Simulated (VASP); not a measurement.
Write the native input for VASP 6.6.1 that does the following.

```yaml
Task: single point
Functional: PBE
Potentials_or_basis: VASP PAW PBE potentials, release 64 (C, O)
Cutoff: 520 eV
k_mesh: 42 × 42 × 42
Occupations: fermi-dirac, width 0.0612256 eV
Spin: no spin polarisation
Dipole_correction: no
Further_INCAR_settings: ALGO = Normal; EDIFF = 1e-06; NBANDS = 15
```

The structure of CO2 (fluorite type) lies in POSCAR:

```
CO2
1.0
    0.0000000000      2.2340284547      2.2340284547
    2.2340284547      0.0000000000      2.2340284547
    2.2340284547      2.2340284547      0.0000000000
C O
1 2
Direct
    0.0000000000      0.0000000000      0.0000000000
    0.2500000000      0.2500000000      0.2500000000
    0.7500000000      0.7500000000      0.7500000000
```

These files were run (other wordings do the same):

INCAR

```
ALGO     = Normal         # electronic algorithm
EDIFF    = 1E-6           # SCF threshold, eV
ENCUT    = 520            # plane-wave cutoff, eV
GGA      = PE             # functional
ISIF     = 2              # what is computed and relaxed
ISMEAR   = -1             # smearing method
LASPH    = T              # aspherical terms in the spheres
LCHARG   = F              # write CHGCAR
LREAL    = F              # projectors in reciprocal space
LWAVE    = F              # write WAVECAR
NBANDS   = 15             # bands
NELM     = 60             # most SCF steps
PREC     = Accurate       # precision mode
SIGMA    = 0.06122561905347299 # smearing width, eV
```

KPOINTS

```
k-points
0
Gamma
  42 42 42
```

Potentials or basis: VASP PAW PBE potentials, release 64 (C, O).

Command:

```sh
$ cat potpaw_PBE.64/C/POTCAR potpaw_PBE.64/O/POTCAR > POTCAR
$ mpirun -np 1 vasp_std > vasp.out
```

It gave:

- Pressure: 3.5 GPa
- Band gap on the k mesh: zero (band 8 reaches 5.27 eV, above the bottom of band 9 at 2.18 eV)

It took 3.8 min on 1 thread of Intel Xeon 6975P-C, on a shared host, peak memory 0.6 GiB.
